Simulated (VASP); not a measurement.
# Sn (Fd-3m) in VASP: notebook, part 2 of 2

VASP 6.6.1.

### Step 4. Single point, PBE (36.86 Å³/atom)

This run uses another cell than the first one, of 36.86 Å³/atom.

File INCAR:

```
SYSTEM = Sn
ALGO = Normal ; EDIFF = 1E-6
ENCUT = 500 ; GGA = PE
GGA_COMPAT = .False. ; ISIF = 2
ISMEAR = 0 ; LASPH = .True.
LCHARG = .True. ; LELF = .True.
LREAL = .False. ; LVHAR = .True.
LWAVE = .False. ; NBANDS = 21
NELM = 120 ; PREC = Accurate
SIGMA = 0.05
```

File KPOINTS:

```
k-points
0
Gamma
  6 6 6
  0 0 0
```

File POSCAR:

```
Sn
1.0
    0.0000000000      3.3279681478      3.3279681478
    3.3279681478      0.0000000000      3.3279681478
    3.3279681478      3.3279681478      0.0000000000
Sn
2
Direct
    0.7500000000      0.7500000000      0.7500000000
    0.5000000000      0.5000000000      0.5000000000
```

Potentials or basis: VASP PAW PBE potentials, release 64 (Sn_d).

Command:

```sh
cat potpaw_PBE.64/Sn_d/POTCAR > POTCAR
mpirun -np 1 vasp_std > vasp.out
```

OUTCAR:

```text
SYSTEM = Sn
   EDIFF = 1E-6
   ENCUT = 500
   GGA = PE
   ISIF = 2
   ISMEAR = 0
   LASPH = .True.
   LREAL = .False.
   NELM = 120
   PREC = Accurate

 ion  position               nearest neighbor table
   1  0.750  0.750  0.750-   2 2.88   2 2.88   2 2.88   2 2.88
   2  0.500  0.500  0.500-   1 2.88   1 2.88   1 2.88   1 2.88

  LATTYP: Found a face centered cubic cell.
 ALAT       =     6.6559362956

  Lattice vectors:

 A1 = (   0.0000000000,   3.3279681478,   3.3279681478)
 A2 = (   3.3279681478,   0.0000000000,   3.3279681478)
 A3 = (   3.3279681478,   3.3279681478,   0.0000000000)

Analysis of symmetry for initial positions (statically):
=====================================================================
 Subroutine PRICEL returns:
 Original cell was already a primitive cell.

 Routine SETGRP: Setting up the symmetry group for a
 face centered cubic supercell.

 Subroutine GETGRP returns: Found 48 space group operations
 (whereof 24 operations were pure point group operations)
 out of a pool of 48 trial point group operations.

The static configuration has the point symmetry T_d .
 The point group associated with its full space group is O_h .

Analysis of symmetry for dynamics (positions and initial velocities):
=====================================================================
 Subroutine PRICEL returns:
 Original cell was already a primitive cell.

 Routine SETGRP: Setting up the symmetry group for a
 face centered cubic supercell.

 Subroutine GETGRP returns: Found 48 space group operations
 (whereof 24 operations were pure point group operations)
 out of a pool of 48 trial point group operations.

The dynamic configuration has the point symmetry T_d .
 The point group associated with its full space group is O_h .

 Subroutine INISYM returns: Found 48 space group operations
 (whereof 24 operations are pure point group operations),
 and found     1 'primitive' translations

[... 99 lines left out ...]
   EFERMI =   0.00;   METHOD = LEGACY
   ISMEAR =     0;   SIGMA  =   0.05  broadening in eV -4-tet -1-fermi 0-gaus
   EFERMI_NEDOS =   21; number of points for ismear=-14 and -15
   IALGO  =     38    algorithm
   IMIX   =      4    mixing-type and parameters
     AMIX     =   0.40;   BMIX     =  1.00
     AMIX_MAG =   1.60;   BMIX_MAG =  1.00
  volume/ion in A,a.u.               =      36.86       248.73
  Fermi-wavevector in a.u.,A,eV,Ry     =   1.185600  2.240460 19.125007  1.405648
  Thomas-Fermi vector in A             =   2.321791
   LORBIT       =      0    0 simple, 1 ext, 2 COOP (PROOUT), +10 PAW based schemes
   GGA     = PE    functional components
   LHFCALC =     F    Hartree Fock is set to
   AEXX    =    0.0000 exact exchange contribution
   IVDW    =     0    specifies the selected vdW correction
   LEPSILON=     F    determine dielectric tensor
   LRPA    =     F    only Hartree local field effects (RPA)
 non-spin polarized calculation
 Gauss-broadening in eV      SIGMA  =   0.05
  energy-cutoff  :      500.00
  volume of cell :       73.72
 maximum number of plane-waves:      1895
 NGX is ok and might be reduce to    36
   NGX = 17   NGY = 17   NGZ = 17

 number of electron      28.0000008 magnetization

 Free energy of the ion-electron system (eV)
  ---------------------------------------------------
  ext. energy  EPLUGINS =         0.00000000
  ---------------------------------------------------
  free energy    TOTEN  =        -7.66045641 eV

  energy without entropy =       -7.65993396  energy(sigma->0) =       -7.66019518

 E-fermi :   4.7319     XC(G=0):  -8.5407

 val. band max:        4.7319142446   @ k =   0.5000   0.0000   0.0000
 cond. band min:       4.8976143569   @ k =   0.3333   0.0000   0.0000
 fundamental gap:      0.1657001123
 Fermi energy:         4.7319145947

 k-point     1 :       0.0000    0.0000    0.0000
  band No.  band energies     occupation
      1     -16.6714      2.00000
      2     -16.6714      2.00000
      3     -16.6714      2.00000
      4     -16.6219      2.00000
      5     -16.6219      2.00000
      6     -16.3697      2.00000
[... 373 lines left out ...]
     20      13.4821      0.00000
     21      14.7671      0.00000

------------------------ aborting loop because EDIFF is reached ----------------------------------------

  FORCE on cell =-STRESS in cart. coord.  units (eV):
  Direction    XX          YY          ZZ          XY          YZ          ZX
  --------------------------------------------------------------------------------------
  -------------------------------------------------------------------------------------
  Total       -0.0087294     -0.0087294     -0.0087294      0.0000000     -0.0000000      0.0000000
  in kB       -0.1897273     -0.1897273     -0.1897273      0.0000000     -0.0000000      0.0000000
  external PRESSURE =      -0.1897273 kB  Pullay stress =       0.0000000 kB

 VOLUME and BASIS-vectors are now :
 -----------------------------------------------------------------------------
  energy-cutoff  :      500.00
  volume of cell :       73.72
      direct lattice vectors                 reciprocal lattice vectors
     0.000000000  3.327968148  3.327968148    -0.150241823  0.150241823  0.150241823
     3.327968148  0.000000000  3.327968148     0.150241823 -0.150241823  0.150241823
     3.327968148  3.327968148  0.000000000     0.150241823  0.150241823 -0.150241823

 POSITION                                       TOTAL-FORCE (eV/Angst)
 -----------------------------------------------------------------------------------
      4.99195      4.99195      4.99195        -0.000000      0.000000      0.000000
      3.32797      3.32797      3.32797         0.000000     -0.000000     -0.000000
 -----------------------------------------------------------------------------------
    total drift:                                0.000000      0.000000      0.000000

  FREE ENERGIE OF THE ION-ELECTRON SYSTEM (eV)
  ---------------------------------------------------
  free  energy   TOTEN  =        -7.6604564135 eV

  energy  without entropy=       -7.6599339553  energy(sigma->0) =       -7.66019518
```

Run time: 43 s. Hardware: 1 thread of AMD EPYC 7R13, shared host; peak memory 0.17 GiB.

What came out:

| Quantity | Value |
| --- | --- |
| Free energy | -7.6605 eV |
| Pressure | 0.0 GPa |
| Band gap on the k mesh | zero (bands 14 and 15 overlap by 0.23 eV) |

Caveat: spin-orbit coupling is left out, which moves the levels of the heavy elements.

### Step 5. The runs side by side

```tsv
cell	gap on the mesh (eV)	pressure (GPa)
a = 4.590 Å, angles 60.0°, 2 atoms	none	3.2
a = 4.624 Å, angles 60.0°, 2 atoms	none	2.2
a = 4.706 Å, angles 60.0°, 2 atoms	none	0.0
```

Alike in all rows: task single point; level PBE; potentials or basis VASP PAW PBE potentials, release 64 (Sn_d); no spin polarisation; k mesh 6 × 6 × 6; cutoff (eV) 500; smearing gaussian 0.05 eV.

Caveats: spin-orbit coupling is left out, which moves the levels of the heavy elements; the cell stands under pressure (at least some runs).

Absolute energies hang on the potentials; compare differences alone.
